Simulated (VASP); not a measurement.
## K4Te: single point with PBE

Crystal: K4Te.

```
K Te
1.0
     6.04001    0.00000    0.00000
     0.00000    6.04001    0.00000
     0.00000    0.00000    6.04001
K Te
4 1
Cartesian
  1.4724 4.5676 4.5676
  4.5676 1.4724 4.5676
  4.5676 4.5676 1.4724
  1.4724 1.4724 1.4724
  0.0000 0.0000 0.0000
```

The cell was built from a structure type or drawn by symmetry, and may not be a known phase.

```json
{
 "Program": "VASP 6.6.1",
 "Task": "single point",
 "Functional": "PBE",
 "Potentials or basis": "VASP PAW PBE potentials, release 64 (K_sv, Te)",
 "Cutoff": "520 eV",
 "k mesh": "4 × 4 × 4",
 "Occupations": "gaussian, width 0.1 eV",
 "Spin": "no spin polarisation",
 "Dipole correction": "no",
 "Further INCAR settings": "ALGO = Normal; EDIFF = 1e-07; NBANDS = 29"
}
```

```yaml
Pressure: 12.7 GPa
Largest_force: 4.545 eV/Å
Band_gap_on_the_k_mesh: zero (bands 21 and 22 overlap by 0.56 eV)
```

Forces on the atoms (eV/Å):
```
K    2.624 -2.624 -2.624
K   -2.624  2.624 -2.624
K   -2.624 -2.624  2.624
K    2.624  2.624  2.624
Te   0.000  0.000  0.000
```

Levels at points of the mesh, in eV from the Fermi level:
| k point | band 18 | band 19 | band 20 | band 21 | band 22 | band 23 | band 24 | band 25 |
| --- | --- | --- | --- | --- | --- | --- | --- | --- |
| (0.00, 0.00, 0.00) | -2.53 | -2.53 | -2.53 | -1.67 | 1.73 | 1.73 | 2.04 | 2.04 |
| (0.50, 0.00, 0.00) | -2.99 | -2.38 | -2.38 | -0.38 | 0.03 | 1.71 | 1.97 | 1.97 |
| (0.50, 0.50, 0.00) | -2.68 | -2.68 | -2.36 | -0.27 | 0.79 | 0.79 | 0.92 | 2.47 |
| (0.50, 0.50, 0.50) | -2.57 | -2.57 | -2.57 | 0.58 | 0.58 | 0.58 | 0.68 | 1.97 |

Run time: 100 s on 1 thread of Intel Xeon 8259CL, with other jobs on the host, peak memory 0.33 GiB.

Caveat: the cell stands under pressure; spin-orbit coupling is left out, which moves the levels of the heavy elements; forces of over 1 eV/Å act on the atoms, so gaps and moduli don't describe the material at rest.
